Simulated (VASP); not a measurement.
# Zr (P6/mmm) in VASP: notebook, part 2 of 2

VASP 6.6.1. Earlier steps stand in the parts before.

## Step 4: Relaxation of cell and atoms, PBEsol, target pressure 2 GPa, at which the enthalpy is minimised

This run uses another cell than the first one, of 22.19 Å³/atom.

The input, INCAR:

```
SYSTEM = Zr
PREC = Accurate
ENCUT = 600
EDIFF = 1E-6
ISMEAR = 0
SIGMA = 0.05
LREAL = .FALSE.
LASPH = .TRUE.
NELM = 60
ALGO = Fast
ISIF = 3
LWAVE = .FALSE.
LCHARG = .FALSE.
GGA = PS
IBRION = 2
NSW = 80
EDIFFG = -0.01
PSTRESS = 20.0
```

The input, KPOINTS:

```
Automatic mesh
0
G
  10 10 16
  0 0 0
```

The input, POSCAR:

```
Zr
1.0
    4.9721916958      0.0000000000      0.0000000000
   -2.4860958479      4.3060443210      0.0000000000
    0.0000000000      0.0000000000      3.1097679888
Zr
3
Direct
    0.0000000000      0.0000000000      0.0000000000
    0.3333333333      0.6666666667      0.5000000000
    0.6666666667      0.3333333333      0.5000000000
```

Potentials or basis: VASP PAW PBE potentials, release 64 (Zr_sv).

The run is started by

```sh
$ cat potpaw_PBE.64/Zr_sv/POTCAR > POTCAR
$ mpirun -np 1 vasp_std > vasp.out
```

OUTCAR:

```text
SYSTEM = Zr
   PREC = Accurate
   ENCUT = 600
   EDIFF = 1E-6
   ISMEAR = 0
   LREAL = .FALSE.
   LASPH = .TRUE.
   NELM = 60
   ISIF = 3
   GGA = PS
   IBRION = 2
   NSW = 80
   EDIFFG = -0.01
   PSTRESS = 20.0

 ion  position               nearest neighbor table
   1  0.000  0.000  0.000-   2 3.26   3 3.26   2 3.26   3 3.26   2 3.26   2 3.26   3 3.26   3 3.26
                             3 3.26   3 3.26   2 3.26   2 3.26
   2  0.333  0.667  0.500-   3 2.87   3 2.87   3 2.87   1 3.26   1 3.26   1 3.26   1 3.26   1 3.26
                             1 3.26
   3  0.667  0.333  0.500-   2 2.87   2 2.87   2 2.87   1 3.26   1 3.26   1 3.26   1 3.26   1 3.26
                             1 3.26

  LATTYP: Found a hexagonal cell.
 ALAT       =     4.9721916958
 C/A-ratio  =     0.6254320386

  Lattice vectors:

[... 265 lines left out ...]
  ext. energy  EPLUGINS =         0.00000000
  ---------------------------------------------------
  free energy    TOTEN  =       -27.26712223 eV

  energy without entropy =      -27.26418827  energy(sigma->0) =      -27.26565525

 E-fermi :   9.4821     XC(G=0): -11.5044

 val. band max:        9.4768103918   @ k =   0.4000   0.2000   0.4375
 cond. band min:       9.5080700424   @ k =   0.3000   0.3000   0.0625
 fundamental gap:      0.0312596506
 Fermi energy:         9.4820897120

 k-point     1 :       0.0000    0.0000    0.0000
  band No.  band energies     occupation
      1     -39.1592      2.00000
      2     -38.8990      2.00000
      3     -38.6680      2.00000
      4     -17.4205      2.00000
      5     -17.4205      2.00000
      6     -17.3648      2.00000
[... 589 lines left out ...]
     21      10.5453      0.00000
     22      11.0591      0.00000

 [... further k-points ...]

------------------------ aborting loop because EDIFF is reached ----------------------------------------

  FORCE on cell =-STRESS in cart. coord.  units (eV):
  Direction    XX          YY          ZZ          XY          YZ          ZX
  --------------------------------------------------------------------------------------
  -------------------------------------------------------------------------------------
  Total        0.8151768      0.8151768      0.8082068      0.0000000      0.0000000      0.0000000
  in kB       19.9702580     19.9702580     19.7995072      0.0000000      0.0000000      0.0000000
  external PRESSURE =      -0.0866589 kB  Pullay stress =      20.0000000 kB
[... 22 lines left out ...]
  energy  without entropy=      -27.2641882724  energy(sigma->0) =      -27.26565525

  enthalpy is  TOTEN    =       -26.4507313800 eV   P V=        0.8163908548

 reached required accuracy - stopping structural energy minimisation
```

OSZICAR:

```text
N       E                     dE             d eps       ncg     rms          rms(c)
DAV:   1     0.401812610435E+03    0.40181E+03   -0.21489E+04  5544   0.183E+03
DAV:   2     0.158243727150E+01   -0.40023E+03   -0.39498E+03  6378   0.490E+02
DAV:   3    -0.269961369793E+02   -0.28579E+02   -0.27967E+02 10396   0.963E+01
[... 47 lines left out ...]
RMM:  10    -0.272671136039E+02   -0.92790E-05   -0.74714E-05  7923   0.440E-02    0.674E-03
RMM:  11    -0.272671175358E+02   -0.39318E-05   -0.41190E-05  7139   0.323E-02    0.474E-04
RMM:  12    -0.272671201849E+02   -0.26492E-05   -0.21147E-05  6382   0.231E-02    0.178E-03
RMM:  13    -0.272671215319E+02   -0.13470E-05   -0.12574E-05  5823   0.178E-02    0.153E-03
RMM:  14    -0.272671222348E+02   -0.70284E-06   -0.75103E-06  5048   0.139E-02
   3 F= -.26450731E+02 E0= -.26449264E+02  d E =-.715098E-02
```

CONTCAR:

```text
Zr
   1.00000000000000
     4.9427716496749587    0.0000000000000000    0.0000000000000000
    -2.4713858248374794    4.2805658136754614   -0.0000000000000000
    -0.0000000000000000    0.0000000000000000    3.0910568466887236
  Zr
     3
Direct
     0.0000000000000000    0.0000000000000000    0.0000000000000000
     0.3333333332999970    0.6666666667000030    0.5000000000000000
     0.6666666667000030    0.3333333332999970    0.5000000000000000

  0.00000000E+00  0.00000000E+00  0.00000000E+00
  0.00000000E+00  0.00000000E+00  0.00000000E+00
  0.00000000E+00  0.00000000E+00  0.00000000E+00
```

It took 24 min on 1 thread of Oxide Virtual Turin-like, shared host; peak memory 0.3 GiB.

Results:

```yaml
Free_energy: -27.2671 eV
Relaxed_volume: 21.80 Å³/atom
Relaxed_cell: a = 4.943 Å, b = 4.943 Å, c = 3.091 Å, α = 90.00°, β = 90.00°, γ = 120.00°
Space_group_after_relaxing_to_0.1_Å: P6/mmm (No. 191)
Energy_change_on_relaxing_the_run_minimises_the_enthalpy: +2.5 meV/atom
Ionic_steps: 3
Pressure_after_relaxing: 2.0 GPa
Band_gap_on_the_k_mesh: zero (bands 18 and 19 overlap by 0.66 eV)
```

Step by step:
| step | energy change (eV) | largest force (eV/Å) | pressure (GPa) | volume (Å³) |
| --- | --- | --- | --- | --- |
| 1 | 0.0000 | 0.0000 | 0.09 | 66.58 |
| 2 | 0.0337 | 0.0000 | 4.33 | 64.07 |
| 3 | 0.0076 | 0.0000 | 1.99 | 65.40 |

Final structure:
```
Zr
1.0
     4.94277    0.00000    0.00000
    -2.47139    4.28057    0.00000
     0.00000    0.00000    3.09106
Zr
3
Direct
  0.00000 0.00000 0.00000
  0.33333 0.66667 0.50000
  0.66667 0.33333 0.50000
```

Caveat: the cell is relaxed towards a set pressure, so the run minimises the enthalpy, not the energy; the PAW data sets were made with another functional, which shifts forces and pressure a little.

## Step 5: Summary

```csv
cell,gap on the mesh (eV),pressure (GPa)
"relaxed to 6 GPa from a = 4.912, b = 4.912, c = 3.072 Å, angles 90.0, 90.0, 120.0°, 3 atoms",none,6.0
"relaxed to 4 GPa from a = 4.941, b = 4.941, c = 3.090 Å, angles 90.0, 90.0, 120.0°, 3 atoms",none,4.0
"relaxed to 2 GPa from a = 4.972, b = 4.972, c = 3.110 Å, angles 90.0, 90.0, 120.0°, 3 atoms",none,2.0
```

Alike in all rows: task relaxation of cell and atoms; level PBEsol; potentials or basis VASP PAW PBE potentials, release 64 (Zr_sv); no spin polarisation; k mesh 10 × 10 × 16; cutoff (eV) 600; smearing gaussian 0.05 eV.

Caveats: the cell is relaxed towards a set pressure, so the run minimises the enthalpy, not the energy; the PAW data sets were made with another functional, which shifts forces and pressure a little.

Total energies depend on the potentials used, so only differences within one code and one set of settings carry meaning.

The gap in the log of VASP goes by the Fermi energy; the results here count the filled bands.